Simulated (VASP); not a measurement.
# WC in VASP: single point with PBE

Aim: the single point of WC with PBE.

Program: VASP 6.6.1. These are calculated values, not measurements. Logs are shortened: lines on timing, memory, paths and dates and some standing lists are left out, and cuts for length are marked.

## (1) The cell of the first run

The cell holds a sheet with vacuum, 2 atoms: a = 3.805 Å, b = 4.005 Å, c = 14.000 Å, α = 90.00°, β = 90.00°, γ = 90.00°.

## (2) Single point, PBE

File INCAR:

```
ALGO = Normal
DIPOL = 0.5 0.5 0.500
EDIFF = 1E-6
ENCUT = 520
GGA = PE
IDIPOL = 3
ISIF = 2
ISMEAR = 0
LASPH = T
LCHARG = T
LDIPOL = T
LELF = T
LREAL = F
LVACPOTAV = T
LVHAR = T
LWAVE = F
NBANDS = 16
NELM = 80
PREC = Accurate
SIGMA = 0.1
```

File KPOINTS:

```
k-points
0
Gamma
  4 4 1
```

File POSCAR:

```
WC
1.0
    3.8047720000      0.0000000000      0.0000000000
    0.0000000000      4.0053920000      0.0000000000
    0.0000000000      0.0000000000     14.0000000000
W C
1 1
Direct
    0.5000000000      0.5000000000      0.5000000000
    0.0000000000      0.0000000000      0.5000000000
```

Potentials or basis: VASP PAW PBE potentials, release 64 (W_sv, C).

Launch:

```bash
> cat potpaw_PBE.64/W_sv/POTCAR potpaw_PBE.64/C/POTCAR > POTCAR
> mpirun -np 1 vasp_std > vasp.out
```

OUTCAR:

```text
EDIFF = 1E-6
   ENCUT = 520
   GGA = PE
   ISIF = 2
   ISMEAR = 0
   LASPH = T
   LREAL = F
   NELM = 80
   PREC = Accurate

 ion  position               nearest neighbor table
   1  0.500  0.500  0.500-   2 2.76   2 2.76   2 2.76   2 2.76
   2  0.000  0.000  0.500-   1 2.76   1 2.76   1 2.76   1 2.76

  LATTYP: Found a simple orthorhombic cell.
 ALAT       =     3.8047720000
 B/A-ratio  =     1.0527285209
 C/A-ratio  =     3.6795897363

  Lattice vectors:

 A1 = (   3.8047720000,   0.0000000000,   0.0000000000)
 A2 = (   0.0000000000,   4.0053920000,   0.0000000000)
 A3 = (   0.0000000000,   0.0000000000,  14.0000000000)

Analysis of symmetry for initial positions (statically):
=====================================================================
 Subroutine PRICEL returns:
 Original cell was already a primitive cell.

 Routine SETGRP: Setting up the symmetry group for a
 simple orthorhombic supercell.

 Subroutine GETGRP returns: Found  8 space group operations
 (whereof  8 operations were pure point group operations)
 out of a pool of  8 trial point group operations.

The static configuration has the point symmetry D_2h.

Analysis of symmetry for dynamics (positions and initial velocities):
=====================================================================
 Subroutine PRICEL returns:
 Original cell was already a primitive cell.

 Routine SETGRP: Setting up the symmetry group for a
 simple orthorhombic supercell.

 Subroutine GETGRP returns: Found  8 space group operations
 (whereof  8 operations were pure point group operations)
 out of a pool of  8 trial point group operations.

The dynamic configuration has the point symmetry D_2h.

 Subroutine INISYM returns: Found  8 space group operations
 (whereof  8 operations are pure point group operations),
 and found     1 'primitive' translations

----------------------------------------------------------------------------------------

                                     Primitive cell

  volume of cell :     213.3544

  direct lattice vectors                    reciprocal lattice vectors
     3.804772000  0.000000000  0.000000000     0.262827838  0.000000000  0.000000000
     0.000000000  4.005392000  0.000000000     0.000000000  0.249663454  0.000000000
     0.000000000  0.000000000 14.000000000     0.000000000  0.000000000  0.071428571

  length of vectors
     3.804772000  4.005392000 14.000000000     0.262827838  0.249663454  0.071428571

  position of ions in fractional coordinates (direct lattice)
     0.500000000  0.500000000  0.500000000
     0.000000000  0.000000000  0.500000000

  ion indices of the primitive-cell ions
   primitive index   ion index
                 1           1
                 2           2

----------------------------------------------------------------------------------------

 KPOINTS: k-points

Automatic generation of k-mesh.
 Grid dimensions read from file:
 generate k-points for:    4    4    1

 Generating k-lattice:

  Cartesian coordinates                     Fractional coordinates (reciprocal lattice)
     0.065706960  0.000000000  0.000000000     0.250000000  0.000000000  0.000000000
     0.000000000  0.062415863  0.000000000     0.000000000  0.250000000  0.000000000
     0.000000000  0.000000000  0.071428571     0.000000000  0.000000000  1.000000000

  Length of vectors
     0.065706960  0.062415863  0.071428571

  Shift w.r.t. Gamma in fractional coordinates (k-lattice)
     0.000000000  0.000000000  0.000000000

 Subroutine IBZKPT returns following result:
 ===========================================

 Found      9 irreducible k-points:

 Following reciprocal coordinates:
            Coordinates               Weight
  0.000000  0.000000  0.000000      1.000000
  0.250000  0.000000  0.000000      2.000000
  0.500000  0.000000  0.000000      1.000000
  0.000000  0.250000  0.000000      2.000000
  0.250000  0.250000  0.000000      4.000000
  0.500000  0.250000  0.000000      2.000000
  0.000000  0.500000  0.000000      1.000000
  0.250000  0.500000  0.000000      2.000000
  0.500000  0.500000  0.000000      1.000000
   k-points           NKPTS =      9   k-points in BZ     NKDIM =      9   number of bands    NBANDS=     16
   number of dos      NEDOS =    301   number of ions     NIONS =      2
   total plane-waves  NPLWV =  90720
   dimension x,y,z NGX =    28 NGY =   30 NGZ =  108
   dimension x,y,z NGXF=    56 NGYF=   60 NGZF=  216
   ions per type =               1   1
   NGX,Y,Z   is equivalent  to a cutoff of  12.23, 12.45, 12.82 a.u.
   NGXF,Y,Z  is equivalent  to a cutoff of  24.47, 24.90, 25.65 a.u.
 SYSTEM =  unknown system
   PREC   = accura    normal or accurate (medium, high low for compatibility)
   ISTART =      0    job   : 0-new  1-cont  2-samecut
   ICHARG =      2    charge: 1-file 2-atom 10-const
   ISPIN  =      1    spin polarized calculation?
   LNONCOLLINEAR =      F non collinear calculations
   LSORBIT =      F    spin-orbit coupling
   LASPH  =      T    aspherical Exc in radial PAW
   ENCUT  =  520.0 eV  38.22 Ry    6.18 a.u.   7.07  7.45 26.03*2*pi/ulx,y,z
   NELM   =     80;   NELMIN=  2; NELMDL= -5     # of ELM steps
   EDIFF  = 0.1E-05   stopping-criterion for ELM
   LREAL  =      F    real-space projection
   EDIFFG = 0.1E-04   stopping-criterion for IOM
   NSW    =      0    number of steps for IOM
   IBRION =     -1    ionic relax: 0-MD 1-quasi-New 2-CG
   NFREE  =      0    steps in history (QN), initial steepest desc. (CG)
   ISIF   =      2    stress and relaxation
   ISYM   =      2    0-nonsym 1-usesym 2-fastsym
   POTIM  = 0.5000    time-step for ionic-motion
   TEBEG  =    0.0;   TEEND  =   0.0 temperature during run
   PSTRESS=    0.0 pullay stress
   NELECT =      18.0000    total number of electrons
   NUPDOWN=      -1.0000    fix difference up-down
   EMIN   =  10.00;   EMAX   =-10.00  energy-range for DOS
   EFERMI =   0.00;   METHOD = LEGACY
   ISMEAR =     0;   SIGMA  =   0.10  broadening in eV -4-tet -1-fermi 0-gaus
   EFERMI_NEDOS =   21; number of points for ismear=-14 and -15
   IALGO  =     38    algorithm
   IMIX   =      4    mixing-type and parameters
     AMIX     =   0.40;   BMIX     =  1.00
     AMIX_MAG =   1.60;   BMIX_MAG =  1.00
  volume/ion in A,a.u.               =     106.68       719.89
  Fermi-wavevector in a.u.,A,eV,Ry     =   0.718012  1.356846  7.014366  0.515541
  Thomas-Fermi vector in A             =   1.806840
   LORBIT       =      0    0 simple, 1 ext, 2 COOP (PROOUT), +10 PAW based schemes
   GGA     = PE    functional components
   LHFCALC =     F    Hartree Fock is set to
   AEXX    =    0.0000 exact exchange contribution
   IVDW    =     0    specifies the selected vdW correction
   LEPSILON=     F    determine dielectric tensor
   LRPA    =     F    only Hartree local field effects (RPA)
 non-spin polarized calculation
 Gauss-broadening in eV      SIGMA  =   0.10
  energy-cutoff  :      520.00
  volume of cell :      213.35
 maximum number of plane-waves:      5770
   NGX = 15   NGY = 15   NGZ = 53

 dipolmoment           0.000000      0.000000     -0.000000 electrons x Angstroem

 number of electron      18.0000001 magnetization

 dipolmoment           0.000000      0.000000      0.000000 electrons x Angstroem

 Free energy of the ion-electron system (eV)
  ---------------------------------------------------
  ext. energy  EPLUGINS =         0.00000000
  ---------------------------------------------------
  free energy    TOTEN  =       -11.74383644 eV

  energy without entropy =      -11.67469074  energy(sigma->0) =      -11.70926359

 E-fermi :  -3.6229     XC(G=0):  -3.0771

 val. band max:       -3.6684134435   @ k =   0.0000   0.5000   0.0000
 cond. band min:      -3.6151027324   @ k =   0.2500   0.5000   0.0000
 fundamental gap:      0.0533107111
 Fermi energy:        -3.6229175498

 k-point     1 :       0.0000    0.0000    0.0000
  band No.  band energies     occupation
      1     -78.7167      2.00000
      2     -42.8121      2.00000
      3     -42.8011      2.00000
      4     -42.6142      2.00000
      5     -12.7276      2.00000
      6      -4.7466      2.00000
[... 8 lines left out ...]
     15       0.6489      0.00000
     16       1.4084      0.00000

 k-point     2 :       0.2500    0.0000    0.0000
  band No.  band energies     occupation
      1     -78.7164      2.00000
      2     -42.8119      2.00000
      3     -42.8111      2.00000
      4     -42.6134      2.00000
      5     -12.3632      2.00000
      6      -5.9190      2.00000
[... 8 lines left out ...]
     15       0.7649      0.00000
     16       2.0508      0.00000

 k-point     3 :       0.5000    0.0000    0.0000
  band No.  band energies     occupation
      1     -78.7163      2.00000
      2     -42.8226      2.00000
      3     -42.8101      2.00000
      4     -42.6126      2.00000
      5     -11.9035      2.00000
      6      -7.1574      2.00000
[... 8 lines left out ...]
     15       1.2559      0.00000
     16       2.0811      0.00000

 k-point     4 :       0.0000    0.2500    0.0000
  band No.  band energies     occupation
      1     -78.7166      2.00000
      2     -42.8177      2.00000
      3     -42.8006      2.00000
      4     -42.6138      2.00000
      5     -12.4005      2.00000
      6      -6.1631      2.00000
[... 8 lines left out ...]
     15       0.6538      0.00000
     16       1.9889      0.00000

 k-point     5 :       0.2500    0.2500    0.0000
  band No.  band energies     occupation
      1     -78.7164      2.00000
      2     -42.8166      2.00000
      3     -42.8113      2.00000
      4     -42.6130      2.00000
      5     -12.1984      2.00000
      6      -6.3053      2.00000
[... 8 lines left out ...]
     15       1.2424      0.00000
     16       2.5164      0.00000

 k-point     6 :       0.5000    0.2500    0.0000
  band No.  band energies     occupation
      1     -78.7162      2.00000
      2     -42.8220      2.00000
      3     -42.8156      2.00000
      4     -42.6122      2.00000
      5     -11.9841      2.00000
      6      -6.3924      2.00000
[... 8 lines left out ...]
     15       1.4900      0.00000
     16       2.7853      0.00000

 k-point     7 :       0.0000    0.5000    0.0000
  band No.  band energies     occupation
      1     -78.7165      2.00000
      2     -42.8233      2.00000
      3     -42.8001      2.00000
      4     -42.6134      2.00000
      5     -11.9925      2.00000
      6      -7.3088      2.00000
[... 8 lines left out ...]
     15       1.6479      0.00000
     16       1.9491      0.00000

 k-point     8 :       0.2500    0.5000    0.0000
  band No.  band energies     occupation
      1     -78.7163      2.00000
      2     -42.8222      2.00000
      3     -42.8108      2.00000
      4     -42.6126      2.00000
      5     -12.0266      2.00000
      6      -6.4541      2.00000
[... 8 lines left out ...]
     15       1.3170      0.00000
     16       3.0008      0.00000

 k-point     9 :       0.5000    0.5000    0.0000
  band No.  band energies     occupation
      1     -78.7161      2.00000
      2     -42.8214      2.00000
      3     -42.8211      2.00000
      4     -42.6118      2.00000
      5     -12.0616      2.00000
      6      -5.0487      2.00000
[... 8 lines left out ...]
     15       2.6138      0.00000
     16       3.9469      0.00000

------------------------ aborting loop because EDIFF is reached ----------------------------------------

  FORCE on cell =-STRESS in cart. coord.  units (eV):
  Direction    XX          YY          ZZ          XY          YZ          ZX
  --------------------------------------------------------------------------------------
  -------------------------------------------------------------------------------------
  Total      -16.6203908    -17.1448755     -0.0127159     -0.0000000      0.0000000      0.0000000
  in kB     -124.8102105   -128.7488090     -0.0954898     -0.0000000      0.0000000      0.0000000
  external PRESSURE =     -84.5515031 kB  Pullay stress =       0.0000000 kB

 VOLUME and BASIS-vectors are now :
 -----------------------------------------------------------------------------
  energy-cutoff  :      520.00
  volume of cell :      213.35
      direct lattice vectors                 reciprocal lattice vectors
     3.804772000  0.000000000  0.000000000     0.262827838  0.000000000  0.000000000
     0.000000000  4.005392000  0.000000000     0.000000000  0.249663454  0.000000000
     0.000000000  0.000000000 14.000000000     0.000000000  0.000000000  0.071428571

 POSITION                                       TOTAL-FORCE (eV/Angst)
 -----------------------------------------------------------------------------------
      1.90239      2.00270      7.00000         0.000000      0.000000      0.000000
      0.00000      0.00000      7.00000         0.000000      0.000000      0.000000
 -----------------------------------------------------------------------------------
    total drift:                                0.000000      0.000000      0.000000

  FREE ENERGIE OF THE ION-ELECTRON SYSTEM (eV)
  ---------------------------------------------------
  free  energy   TOTEN  =       -11.7438364439 eV

  energy  without entropy=      -11.6746907439  energy(sigma->0) =      -11.70926359

 vacuum level on the upper side and lower side of the slab         1.840         1.840
```

Wall time 46 s (1 thread of Intel Xeon 6975P-C, shared host); peak memory 0.29 GiB.

Results:

- Free energy: -11.7438 eV
- Band gap on the k mesh: zero (band 9 reaches -3.57 eV, above the bottom of band 10 at -3.68 eV)

Caveat: the k points lie up to 0.41 Å⁻¹ apart; spin-orbit coupling is left out, which moves the levels of the heavy elements.
